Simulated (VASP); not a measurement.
# GaN in VASP: notebook

Runs on GaN. Level: PBEsol. Tasks: single point.

Everything below comes from runs of VASP 6.6.1. Logs are shortened: lines on timing, memory, paths and dates and some standing lists are left out, and cuts for length are marked.

## Step 1: The cell of the first run

The cell holds a slab with vacuum, 8 atoms: a = 3.181 Å, b = 4.498 Å, c = 18.771 Å, α = 90.00°, β = 90.00°, γ = 90.00°.

## Step 2: Single point, PBEsol

Input file INCAR:

```
ALGO = Normal
DIPOL = 0.5 0.5 0.499
EDIFF = 1E-6
ENCUT = 520
GGA = PS
GGA_COMPAT = False
IDIPOL = 3
ISIF = 2
ISMEAR = 0
LASPH = True
LCHARG = False
LDIPOL = True
LREAL = False
LWAVE = False
NBANDS = 46
NELM = 120
NELMDL = -8
PREC = Accurate
SIGMA = 0.05
```

Input file KPOINTS:

```
k-points
0
Gamma
  8 6 1
```

Input file POSCAR:

```
GaN
1.0
    3.1808233639      0.0000000000      0.0000000000
    0.0000000000      4.4983635407      0.0000000000
    0.0000000000      0.0000000000     18.7712350458
Ga N
4 4
Direct
    0.5000000000      0.5000000000      0.3729109983
    0.0000000000      0.0000000000      0.4576369994
    0.5000000000      0.4941215227      0.5451763670
    0.0000000000     -0.0506331982      0.6163908847
    0.0000000000      0.2500000000      0.3729109983
    0.5000000000      0.7500000000      0.4576369994
    0.0000000000      0.2524281737      0.5445546438
    0.5000000000      0.7485526293      0.6284843454
```

Potentials or basis: VASP PAW PBE potentials, release 64 (Ga_d, N).

Command:

```console
$ cat potpaw_PBE.64/Ga_d/POTCAR potpaw_PBE.64/N/POTCAR > POTCAR
$ mpirun -np 1 vasp_std > vasp.out
```

OUTCAR:

```text
EDIFF = 1E-6
   ENCUT = 520
   GGA = PS
   ISIF = 2
   ISMEAR = 0
   LASPH = True
   LREAL = False
   NELM = 120
   NELMDL = -8
   PREC = Accurate

 ion  position               nearest neighbor table
   1  0.500  0.500  0.373-   6 1.95   5 1.95   5 1.95
   2  0.000  0.000  0.458-   5 1.95   6 1.95   6 1.95   7 1.99
   3  0.500  0.494  0.545-   7 1.93   7 1.93   8 1.94   6 2.01   4 2.92   4 2.92
   4  0.000  0.949  0.616-   8 1.84   8 1.84   7 1.92   3 2.92   3 2.92
   5  0.000  0.250  0.373-   2 1.95   1 1.95   1 1.95
   6  0.500  0.750  0.458-   1 1.95   2 1.95   2 1.95   3 2.01
   7  0.000  0.252  0.545-   4 1.92   3 1.93   3 1.93   2 1.99
   8  0.500  0.749  0.628-   4 1.84   4 1.84   3 1.94

  LATTYP: Found a simple orthorhombic cell.
 ALAT       =     3.1808233639
 B/A-ratio  =     1.4142135624
 C/A-ratio  =     5.9013761213

  Lattice vectors:

 A1 = (   3.1808233639,   0.0000000000,   0.0000000000)
 A2 = (   0.0000000000,   4.4983635407,   0.0000000000)
 A3 = (   0.0000000000,   0.0000000000,  18.7712350458)

Analysis of symmetry for initial positions (statically):
=====================================================================
 Subroutine PRICEL returns:
 Original cell was already a primitive cell.

 Routine SETGRP: Setting up the symmetry group for a
 simple orthorhombic supercell.

 Subroutine GETGRP returns: Found  2 space group operations
 (whereof  2 operations were pure point group operations)
 out of a pool of  8 trial point group operations.

The static configuration has the point symmetry C_1h.

Analysis of symmetry for dynamics (positions and initial velocities):
=====================================================================
 Subroutine PRICEL returns:
 Original cell was already a primitive cell.

 Routine SETGRP: Setting up the symmetry group for a
 simple orthorhombic supercell.

 Subroutine GETGRP returns: Found  2 space group operations
 (whereof  2 operations were pure point group operations)
 out of a pool of  8 trial point group operations.

The dynamic configuration has the point symmetry C_1h.

 Subroutine INISYM returns: Found  2 space group operations
 (whereof  2 operations are pure point group operations),
 and found     1 'primitive' translations

[... 109 lines left out ...]
   POTIM  = 0.5000    time-step for ionic-motion
   TEBEG  =    0.0;   TEEND  =   0.0 temperature during run
   PSTRESS=    0.0 pullay stress
   NELECT =      72.0000    total number of electrons
   NUPDOWN=      -1.0000    fix difference up-down
   EMIN   =  10.00;   EMAX   =-10.00  energy-range for DOS
   EFERMI =   0.00;   METHOD = LEGACY
   ISMEAR =     0;   SIGMA  =   0.05  broadening in eV -4-tet -1-fermi 0-gaus
   EFERMI_NEDOS =   21; number of points for ismear=-14 and -15
   IALGO  =     38    algorithm
   IMIX   =      4    mixing-type and parameters
     AMIX     =   0.40;   BMIX     =  1.00
     AMIX_MAG =   1.60;   BMIX_MAG =  1.00
  volume/ion in A,a.u.               =      33.57       226.57
  Fermi-wavevector in a.u.,A,eV,Ry     =   1.055577  1.994752 15.160200  1.114243
  Thomas-Fermi vector in A             =   2.190781
   LORBIT       =      0    0 simple, 1 ext, 2 COOP (PROOUT), +10 PAW based schemes
   GGA     = PS    functional components
   LHFCALC =     F    Hartree Fock is set to
   AEXX    =    0.0000 exact exchange contribution
   IVDW    =     0    specifies the selected vdW correction
   LEPSILON=     F    determine dielectric tensor
   LRPA    =     F    only Hartree local field effects (RPA)
 non-spin polarized calculation
 Gauss-broadening in eV      SIGMA  =   0.05
  energy-cutoff  :      520.00
  volume of cell :      268.59
 maximum number of plane-waves:      7276
 NGX is ok and might be reduce to    24
   NGX = 11   NGY = 17   NGZ = 69

 number of electron      71.9999982 magnetization

 dipolmoment           0.000000      0.000000      0.025375 electrons x Angstroem

 Free energy of the ion-electron system (eV)
  ---------------------------------------------------
  ext. energy  EPLUGINS =         0.00000000
  ---------------------------------------------------
  free energy    TOTEN  =       -48.58679919 eV

  energy without entropy =      -48.58679919  energy(sigma->0) =      -48.58679919

 E-fermi :  -1.5296     XC(G=0):  -4.8698

 val. band max:       -1.8247545387   @ k =   0.2500   0.5000   0.0000
 cond. band min:      -0.8116662315   @ k =   0.0000   0.0000   0.0000
 fundamental gap:      1.0130883072
 Fermi energy:        -1.5295834266

 k-point     1 :       0.0000    0.0000    0.0000
  band No.  band energies     occupation
      1     -17.7171      2.00000
      2     -17.0612      2.00000
      3     -16.9295      2.00000
      4     -16.3571      2.00000
      5     -15.5999      2.00000
      6     -15.5855      2.00000
[... 969 lines left out ...]
     45       6.8972      0.00000
     46       7.0258      0.00000

------------------------ aborting loop because EDIFF is reached ----------------------------------------

 vacuum level on the upper side and lower side of the slab       (xc-potential included)         0.038        -0.259

  FORCE on cell =-STRESS in cart. coord.  units (eV):
  Direction    XX          YY          ZZ          XY          YZ          ZX
  --------------------------------------------------------------------------------------
  -------------------------------------------------------------------------------------
  Total       -0.8514448     -2.7944453     -1.3543304      0.0000000      1.3896233      0.0000000
  in kB       -5.0790227    -16.6693721     -8.0788259      0.0000000      8.2893545      0.0000000
  external PRESSURE =      -9.9424069 kB  Pullay stress =       0.0000000 kB

 VOLUME and BASIS-vectors are now :
 -----------------------------------------------------------------------------
  energy-cutoff  :      520.00
  volume of cell :      268.59
      direct lattice vectors                 reciprocal lattice vectors
     3.180823364  0.000000000  0.000000000     0.314384009  0.000000000  0.000000000
     0.000000000  4.498363541  0.000000000     0.000000000  0.222303064  0.000000000
     0.000000000  0.000000000 18.771235046     0.000000000  0.000000000  0.053273000

 POSITION                                       TOTAL-FORCE (eV/Angst)
 -----------------------------------------------------------------------------------
      1.59041      2.24918      7.00000         0.000000     -2.359613      1.545432
      0.00000      0.00000      8.59041         0.000000      0.430377     -0.637012
      1.59041      2.22274     10.23363         0.000000     -0.003486     -0.003302
      0.00000      4.27060     11.57042         0.000000     -0.035612      0.029308
      0.00000      1.12459      7.00000         0.000000      1.469607     -0.686043
      1.59041      3.37377      8.59041         0.000000      0.474568     -0.251270
      0.00000      1.13551     10.22196         0.000000     -0.005617      0.011137
      1.59041      3.36726     11.79743         0.000000      0.029776     -0.008250
 -----------------------------------------------------------------------------------
    total drift:                                0.000000      0.000089      0.000226

  FREE ENERGIE OF THE ION-ELECTRON SYSTEM (eV)
  ---------------------------------------------------
  free  energy   TOTEN  =       -48.5867991877 eV

  energy  without entropy=      -48.5867991877  energy(sigma->0) =      -48.58679919

 vacuum level on the upper side and lower side of the slab         3.716         3.411
```

Wall time 11 min (1 thread of Oxide Virtual Turin-like, shared host); peak memory 0.41 GiB.

What came out:

```yaml
Free_energy: -48.5868 eV
Largest_force: 2.821 eV/Å
Band_gap_on_the_k_mesh: 1.01 eV (least direct gap 1.06 eV)
```

Forces on the atoms (eV/Å):
```
Ga   0.000 -2.360  1.545
Ga   0.000  0.430 -0.637
Ga   0.000 -0.003 -0.003
Ga   0.000 -0.036  0.029
N    0.000  1.470 -0.686
N    0.000  0.475 -0.251
N    0.000 -0.006  0.011
N    0.000  0.030 -0.008
```

Caveat: the PAW data sets were made with another functional, which shifts forces and pressure a little.

## Step 3: Single point, PBEsol

This run uses another cell than the first one.

Input file INCAR:

```
SYSTEM = GaN
ALGO = Normal
DIPOL = 0.5 0.5 0.292
EDIFF = 1E-6
ENCUT = 520
GGA = PS
GGA_COMPAT = .False.
IDIPOL = 3
ISIF = 2
ISMEAR = 0
LASPH = .True.
LCHARG = .False.
LDIPOL = .True.
LREAL = .False.
LWAVE = .False.
NBANDS = 46
NELM = 120
NELMDL = -8
PREC = Accurate
SIGMA = 0.05
```

Input file KPOINTS:

```
k-points
0
Gamma
  8 6 1
  0 0 0
```

Input file POSCAR:

```
GaN
1.0
    3.1808233639      0.0000000000      0.0000000000
    0.0000000000      4.4983635407      0.0000000000
    0.0000000000      0.0000000000     21.7974273702
Ga N
4 4
Direct
    0.5000000000      0.5000000000      0.1835078944
    0.0000000000      0.0000000000      0.2564711691
    0.5000000000      0.4941215227      0.3318572234
    0.0000000000      0.9493668018      0.3931848484
    0.0000000000      0.2500000000      0.1835078944
    0.5000000000      0.7500000000      0.2564711691
    0.0000000000      0.2524281737      0.3313218157
    0.5000000000      0.7485526293      0.4035993432
```

Potentials or basis: VASP PAW PBE potentials, release 64 (Ga_d, N).

Command:

```console
$ cat potpaw_PBE.64/Ga_d/POTCAR potpaw_PBE.64/N/POTCAR > POTCAR
$ mpirun -np 1 vasp_std > vasp.out
```

It took 14 min on 1 thread of Oxide Virtual Turin-like, shared host; peak memory 0.46 GiB.

It converged, with:

- Free energy: -48.5861 eV
- Largest force: 2.821 eV/Å
- Band gap on the k mesh: 1.01 eV (least direct gap 1.06 eV)

Forces on the atoms (eV/Å):
```
Ga   0.000 -2.360  1.546
Ga   0.000  0.430 -0.637
Ga   0.000 -0.004 -0.004
Ga   0.000 -0.036  0.029
N    0.000  1.470 -0.686
N    0.000  0.474 -0.251
N    0.000 -0.006  0.011
N    0.000  0.030 -0.008
```

Levels at points of the mesh, in eV from the valence-band top:
```
           k point  band 34  band 35  band 36  band 37  band 38  band 39
(0.00, 0.00, 0.00)    -0.55    -0.17    -0.04     1.01     2.63     3.87
(0.50, 0.00, 0.00)    -2.01    -0.52    -0.06     2.38     2.79     4.42
(0.00, 0.50, 0.00)    -0.49    -0.39    -0.18     2.06     3.35     4.65
(0.50, 0.50, 0.00)    -1.46    -0.56    -0.15     2.21     3.30     5.74
```

Caveat: the PAW data sets were made with another functional, which shifts forces and pressure a little.
